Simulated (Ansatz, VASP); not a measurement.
## PtS2: VASP beside Ansatz

Contents of INCAR:

```
PREC = Accurate
ENCUT = 520
EDIFF = 1E-6
ISMEAR = 0
SIGMA = 0.05
LREAL = False
LASPH = True
NELM = 60
ALGO = Normal
ISIF = 2
LWAVE = False
LCHARG = False
GGA = PE
IBRION = 2
NSW = 50
EDIFFG = -0.01
```

File KPOINTS:

```
Automatic mesh
0
Gamma
  12 12 6
```

Contents of POSCAR:

```
PtS2
1.0
    3.5367986098      0.0000000000      0.0000000000
   -1.7683993049      3.0629574441      0.0000000000
    0.0000000000      0.0000000000      7.7066841707
Pt S
1 2
Direct
    0.0000000000      0.0000000000      0.0000000000
    0.3333333333      0.6666666667      0.1889525212
    0.6666666667      0.3333333333      0.8110474788
```

Input for Ansatz:

```yaml
crystal:
  lattice:
    - [3.5367986098, 0.0, 0.0]
    - [-1.7683993049, 3.0629574441, 0.0]
    - [0.0, 0.0, 7.7066841707]
  atoms:
    - { symbol: Pt, position: [0.0, 0.0, 0.0] }
    - { symbol: S, position: [0.3333333333, 0.6666666667, 0.1889525212] }
    - { symbol: S, position: [0.6666666667, 0.3333333333, 0.8110474788] }
basis:
  ecutwfc: 420
kpoints:
  mp_grid: { grid: [12, 12, 6] }
hamiltonian:
  xc: pbe
  pseudopotentials: { kind: paw }
scf:
  occupations: { method: gaussian, width: 0.05 }
output:
  forces: true
  stress: true
  eigenvalues: true
relax:
  adjacent_minimum: "off"
  f_tol: 0.01
  max_steps: 30
```

Alike in both runs: task relaxation of the atoms; functional PBE; k mesh 12 × 12 × 6; occupations gaussian, width 0.05 eV; no spin polarisation.

|  | VASP | Ansatz |
| --- | --- | --- |
| version | VASP 6.6.1 | Ansatz 0.2.0 |
| potentials or method | VASP PAW PBE potentials, release 64 (Pt, S), cutoff 520 eV | scalar-relativistic, plane waves, PAW |
| valence electrons in the cell | 22 | 30 |

VASP gave:

```
gap on the k mesh at the Fermi level, each at its own relaxed structure (eV) : 1.73
```

What did Ansatz give for the same quantities?

gap on the k mesh at the Fermi level, each at its own relaxed structure (eV): 1.72.

VASP's potentials hold 22 valence electrons a cell and Ansatz's 30, so a difference there can come from the potentials and not from the codes. Ansatz's warnings: stress scf threshold loose.

Spin-orbit coupling is off throughout.
